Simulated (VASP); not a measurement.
# RuAu in VASP: a series of runs

Runs on RuAu. Level: PBE. Tasks: single point.

Everything below comes from runs of VASP 6.6.1. Logs are shortened: lines on timing, memory, paths and dates and some standing lists are left out, and cuts for length are marked.

**1. The cell of the first run**

The structure is cubic, space group Pm-3m (No. 221). The conventional cell has a = 3.144 Å, b = 3.144 Å, c = 3.144 Å, α = 90.00°, β = 90.00°, γ = 90.00°. Within 3.6 Å of Ru (site symmetry m-3m) lie 8 Au at 2.72 Å and 6 Ru at 3.14 Å. Au (site symmetry m-3m) has 8 Ru at 2.72 Å and 6 Au at 3.14 Å within 3.6 Å.

**2. Single point, PBE**

Input file INCAR:

```
SYSTEM = RuAu
ALGO = Normal
EDIFF = 1E-6
ENCUT = 520
GGA = PE
ISIF = 2
ISMEAR = -1
LASPH = .True.
LCHARG = .False.
LREAL = .False.
LWAVE = .False.
NBANDS = 20
NELM = 100
PREC = Accurate
SIGMA = 0.05
```

Input file KPOINTS:

```
k-points
0
Gamma
  8 8 8
  0 0 0
```

Input file POSCAR:

```
RuAu
1.0
    3.1435690244      0.0000000000      0.0000000000
    0.0000000000      3.1435690244      0.0000000000
    0.0000000000      0.0000000000      3.1435690244
Ru Au
1 1
Direct
    0.0000000000      0.0000000000      0.0000000000
    0.5000000000      0.5000000000      0.5000000000
```

Potentials or basis: VASP PAW PBE potentials, release 64 (Ru_pv, Au).

Launch:

```bash
cat potpaw_PBE.64/Ru_pv/POTCAR potpaw_PBE.64/Au/POTCAR > POTCAR
mpirun -np 1 vasp_std > vasp.out
```

OUTCAR:

```text
SYSTEM = RuAu
   EDIFF = 1E-6
   ENCUT = 520
   GGA = PE
   ISIF = 2
   ISMEAR = -1
   LASPH = .True.
   LREAL = .False.
   NELM = 100
   PREC = Accurate

 ion  position               nearest neighbor table
   1  0.000  0.000  0.000-   2 2.72   2 2.72   2 2.72   2 2.72   2 2.72   2 2.72   2 2.72   2 2.72

   2  0.500  0.500  0.500-   1 2.72   1 2.72   1 2.72   1 2.72   1 2.72   1 2.72   1 2.72   1 2.72

  LATTYP: Found a simple cubic cell.
 ALAT       =     3.1435690244

  Lattice vectors:

 A1 = (   3.1435690244,   0.0000000000,   0.0000000000)
 A2 = (   0.0000000000,   3.1435690244,   0.0000000000)
 A3 = (   0.0000000000,   0.0000000000,   3.1435690244)

Analysis of symmetry for initial positions (statically):
=====================================================================
 Subroutine PRICEL returns:
 Original cell was already a primitive cell.

 Routine SETGRP: Setting up the symmetry group for a
 simple cubic supercell.

 Subroutine GETGRP returns: Found 48 space group operations
 (whereof 48 operations were pure point group operations)
 out of a pool of 48 trial point group operations.

The static configuration has the point symmetry O_h .

Analysis of symmetry for dynamics (positions and initial velocities):
=====================================================================
 Subroutine PRICEL returns:
 Original cell was already a primitive cell.

 Routine SETGRP: Setting up the symmetry group for a
 simple cubic supercell.

 Subroutine GETGRP returns: Found 48 space group operations
 (whereof 48 operations were pure point group operations)
 out of a pool of 48 trial point group operations.

The dynamic configuration has the point symmetry O_h .

 Subroutine INISYM returns: Found 48 space group operations
 (whereof 48 operations are pure point group operations),
 and found     1 'primitive' translations

----------------------------------------------------------------------------------------

                                     Primitive cell

  volume of cell :      31.0648

  direct lattice vectors                    reciprocal lattice vectors
     3.143569024  0.000000000  0.000000000     0.318109764  0.000000000  0.000000000
     0.000000000  3.143569024  0.000000000     0.000000000  0.318109764  0.000000000
     0.000000000  0.000000000  3.143569024     0.000000000  0.000000000  0.318109764

  length of vectors
[... 72 lines left out ...]
 SYSTEM =  RuAu
   PREC   = accura    normal or accurate (medium, high low for compatibility)
   ISTART =      0    job   : 0-new  1-cont  2-samecut
   ICHARG =      2    charge: 1-file 2-atom 10-const
   ISPIN  =      1    spin polarized calculation?
   LNONCOLLINEAR =      F non collinear calculations
   LSORBIT =      F    spin-orbit coupling
   LASPH  =      T    aspherical Exc in radial PAW
   ENCUT  =  520.0 eV  38.22 Ry    6.18 a.u.   5.84  5.84  5.84*2*pi/ulx,y,z
   NELM   =    100;   NELMIN=  2; NELMDL= -5     # of ELM steps
   EDIFF  = 0.1E-05   stopping-criterion for ELM
   LREAL  =      F    real-space projection
   EDIFFG = 0.1E-04   stopping-criterion for IOM
   NSW    =      0    number of steps for IOM
   IBRION =     -1    ionic relax: 0-MD 1-quasi-New 2-CG
   NFREE  =      0    steps in history (QN), initial steepest desc. (CG)
   ISIF   =      2    stress and relaxation
   ISYM   =      2    0-nonsym 1-usesym 2-fastsym
   POTIM  = 0.5000    time-step for ionic-motion
   TEBEG  =    0.0;   TEEND  =   0.0 temperature during run
   PSTRESS=    0.0 pullay stress
   NELECT =      25.0000    total number of electrons
   NUPDOWN=      -1.0000    fix difference up-down
   EMIN   =  10.00;   EMAX   =-10.00  energy-range for DOS
   EFERMI =   0.00;   METHOD = LEGACY
   ISMEAR =    -1;   SIGMA  =   0.05  broadening in eV -4-tet -1-fermi 0-gaus
   EFERMI_NEDOS =   21; number of points for ismear=-14 and -15
   IALGO  =     38    algorithm
   IMIX   =      4    mixing-type and parameters
     AMIX     =   0.40;   BMIX     =  1.00
     AMIX_MAG =   1.60;   BMIX_MAG =  1.00
  volume/ion in A,a.u.               =      15.53       104.82
  Fermi-wavevector in a.u.,A,eV,Ry     =   1.522761  2.877602 31.549217  2.318802
  Thomas-Fermi vector in A             =   2.631297
   LORBIT       =      0    0 simple, 1 ext, 2 COOP (PROOUT), +10 PAW based schemes
   GGA     = PE    functional components
   LHFCALC =     F    Hartree Fock is set to
   AEXX    =    0.0000 exact exchange contribution
   IVDW    =     0    specifies the selected vdW correction
   LEPSILON=     F    determine dielectric tensor
   LRPA    =     F    only Hartree local field effects (RPA)
 non-spin polarized calculation
  energy-cutoff  :      520.00
  volume of cell :       31.06
 maximum number of plane-waves:       860
 NGX is ok and might be reduce to    24
   NGX = 11   NGY = 11   NGZ = 11

 number of electron      24.9999991 magnetization

 Free energy of the ion-electron system (eV)
  ---------------------------------------------------
  ext. energy  EPLUGINS =         0.00000000
  ---------------------------------------------------
  free energy    TOTEN  =       -11.24078929 eV

  energy without entropy =      -11.21597842  energy(sigma->0) =      -11.22838386

 E-fermi :  10.7279     XC(G=0): -13.2877

 val. band max:       10.7149082361   @ k =   0.3750   0.1250   0.0000
 cond. band min:      10.7804094262   @ k =   0.3750   0.1250   0.1250
 fundamental gap:      0.0655011902
 Fermi energy:        10.7278679890

 k-point     1 :       0.0000    0.0000    0.0000
  band No.  band energies     occupation
      1     -31.7941      2.00000
      2     -31.7941      2.00000
      3     -31.7941      2.00000
      4       1.6254      2.00000
      5       4.0024      2.00000
      6       4.0024      2.00000
[... 541 lines left out ...]
     19      23.4248      0.00000
     20      23.9633      0.00000

 [... further k-points ...]
[... 5 lines left out ...]
  --------------------------------------------------------------------------------------
  -------------------------------------------------------------------------------------
  Total        0.8829763      0.8829763      0.8829763     -0.0000000     -0.0000000      0.0000000
  in kB       45.5397487     45.5397487     45.5397487     -0.0000000     -0.0000000      0.0000000
  external PRESSURE =      45.5397487 kB  Pullay stress =       0.0000000 kB

 VOLUME and BASIS-vectors are now :
 -----------------------------------------------------------------------------
  energy-cutoff  :      520.00
  volume of cell :       31.06
      direct lattice vectors                 reciprocal lattice vectors
     3.143569024  0.000000000  0.000000000     0.318109764  0.000000000  0.000000000
     0.000000000  3.143569024  0.000000000     0.000000000  0.318109764  0.000000000
     0.000000000  0.000000000  3.143569024     0.000000000  0.000000000  0.318109764

 POSITION                                       TOTAL-FORCE (eV/Angst)
 -----------------------------------------------------------------------------------
      0.00000      0.00000      0.00000         0.000000      0.000000      0.000000
      1.57178      1.57178      1.57178         0.000000      0.000000      0.000000
 -----------------------------------------------------------------------------------
    total drift:                                0.000000      0.000000     -0.000000

  FREE ENERGIE OF THE ION-ELECTRON SYSTEM (eV)
  ---------------------------------------------------
  free  energy   TOTEN  =       -11.2407892913 eV

  energy  without entropy=      -11.2159784216  energy(sigma->0) =      -11.22838386
```

stdout:

```text
POSCAR found type information on POSCAR RuAu
 POSCAR found :  2 types and       2 ions
 scaLAPACK will be used
 LDA part: xc-table for (Slater+PW92), standard interpolation
 POSCAR, INCAR and KPOINTS ok, starting setup
 FFT: planning ... GRIDC
 FFT: planning ... GRID_SOFT
 FFT: planning ... GRID
 WAVECAR not read
 entering main loop
```

Run time: 20 s. Hardware: 1 thread of Intel Xeon 8259CL, shared host; peak memory 0.16 GiB.

What came out:

```
Free energy : -11.2408 eV
Pressure    : 4.6 GPa
```

Caveat: spin-orbit coupling is left out, which moves the levels of the heavy elements.

(Part 1 of 2 ends here.)
